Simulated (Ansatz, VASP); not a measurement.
Two plane-wave programs on SiC16

The input INCAR:

```
SYSTEM = SiC16
PREC     = Accurate       ! precision mode
ENCUT    = 520            ! plane-wave cutoff, eV
EDIFF    = 1E-7           ! SCF threshold, eV
ISMEAR   = 0              ! smearing method
SIGMA    = 0.05           ! smearing width, eV
LREAL    = Auto         
LASPH    = .TRUE.         ! aspherical terms in the spheres
NELM     = 150            ! most SCF steps
ALGO     = Normal         ! electronic algorithm
ISIF     = 2              ! what is computed and relaxed
LWAVE    = .FALSE.        ! write WAVECAR
LCHARG   = .TRUE.         ! write CHGCAR
ISPIN    = 2              ! spin polarisation
MAGMOM   = 0 0 0 0 0 0 0 0 0 0 0 0 0 0 0 0 2 ! initial moments
LORBIT   = 11             ! projections on sites
LDIPOL   = .TRUE.       
IDIPOL   = 3            
DIPOL    = 0.5 0.5 0.308
GGA      = PE             ! functional
IVDW     = 12             ! dispersion correction
LELF     = .TRUE.         ! ELF
LVHAR    = .TRUE.       
LVACPOTAV= .TRUE.       
NBANDS   = 52             ! bands
```

KPOINTS

```
Automatic mesh
0
G
  6 6 1
  0 0 0
```

The input POSCAR:

```
SiC16
1.0
    4.9298676323      0.0000000000      0.0000000000
    0.0000000000      4.4224271195      0.0000000000
    0.0000000000      0.0000000000     22.6937497910
C Si
16 1
Direct
    0.2500000000      0.4155274488      0.1762599851
    0.7500000000      0.4155274488      0.1762599851
    0.0000000000      0.5195584910      0.2001803947
    0.5000000000      0.5195584910      0.2001803947
    0.0000000000      0.7272227621      0.2480852155
    0.5000000000      0.7272227621      0.2480852155
    0.2500000000      0.8312538043      0.2720056251
    0.7500000000      0.8312538043      0.2720056251
    0.2500000000      0.0442051686      0.3198734326
    0.7500000000      0.0442051686      0.3198734326
    0.0000000000      0.1500808487      0.3425973485
    0.5000000000      0.1500808487      0.3425973485
    0.0000000000      0.3779776253      0.3900566375
    0.5000000000      0.3779776253      0.3900566375
    0.2500000000      0.4764186278      0.4095290499
    0.7500000000      0.4764186278      0.4095290499
    0.5000000000      0.6430852945      0.5196915406
```

Input for Ansatz:

```yaml
crystal:
  lattice:
    - [4.9298676323, 0.0, 0.0]
    - [0.0, 4.4224271195, 0.0]
    - [0.0, 0.0, 22.693749791]
  atoms:
    - { symbol: C, position: [0.25, 0.4155274488, 0.1762599851] }
    - { symbol: C, position: [0.75, 0.4155274488, 0.1762599851] }
    - { symbol: C, position: [0.0, 0.519558491, 0.2001803947] }
    - { symbol: C, position: [0.5, 0.519558491, 0.2001803947] }
    - { symbol: C, position: [0.0, 0.7272227621, 0.2480852155] }
    - { symbol: C, position: [0.5, 0.7272227621, 0.2480852155] }
    - { symbol: C, position: [0.25, 0.8312538043, 0.2720056251] }
    - { symbol: C, position: [0.75, 0.8312538043, 0.2720056251] }
    - { symbol: C, position: [0.25, 0.0442051686, 0.3198734326] }
    - { symbol: C, position: [0.75, 0.0442051686, 0.3198734326] }
    - { symbol: C, position: [0.0, 0.1500808487, 0.3425973485] }
    - { symbol: C, position: [0.5, 0.1500808487, 0.3425973485] }
    - { symbol: C, position: [0.0, 0.3779776253, 0.3900566375] }
    - { symbol: C, position: [0.5, 0.3779776253, 0.3900566375] }
    - { symbol: C, position: [0.25, 0.4764186278, 0.4095290499] }
    - { symbol: C, position: [0.75, 0.4764186278, 0.4095290499] }
    - { symbol: Si, position: [0.5, 0.6430852945, 0.5196915406], spin: 2.0 }
basis:
  ecutwfc: 420
kpoints:
  mp_grid: { grid: [6, 6, 1] }
hamiltonian:
  xc: pbe
  pseudopotentials: { kind: paw, azcp: { folder: soft_1 } }
  dispersion: d3bj
scf:
  occupations: { method: gaussian, width: 0.05 }
output:
  forces: true
  eigenvalues: true
  populations: true
magnetization:
  spin_polarized: true
efield:
  axis: 3
  dipole_correction: true
  ramp_width: 0.04
```

Alike in both runs: task single point; functional PBE; dispersion D3(BJ); k mesh 6 × 6 × 1; occupations gaussian, width 0.05 eV; collinear spin.

|  | VASP | Ansatz |
| --- | --- | --- |
| version | VASP 6.6.1 | Ansatz 0.2.0 |
| potentials or method | VASP PAW PBE potentials, release 64 (C, Si), cutoff 520 eV | scalar-relativistic, plane waves, PAW |
| valence electrons in the cell | 68 | 68 |

```csv
,VASP,Ansatz,Ansatz less VASP
gap on the k mesh at the Fermi level (eV),none,none,-
rms of the force components (eV/Å),1.272,1.272,+0.0003
net moment per atom (μB),0.12,0.12,0.000
size of the moment on the site where the two differ most (μB),0.64,0.44,-0.206
"work function, face that differs most (eV)",4.89,4.90,+0.008
```

Site moments also hang on the region over which each program counts them. Atom by atom the forces differ by 0.012 eV/Å (rms over components). A gap of «none» marks a metal or a gap that the smearing closes. Ansatz's warnings: vacuum below fermi.
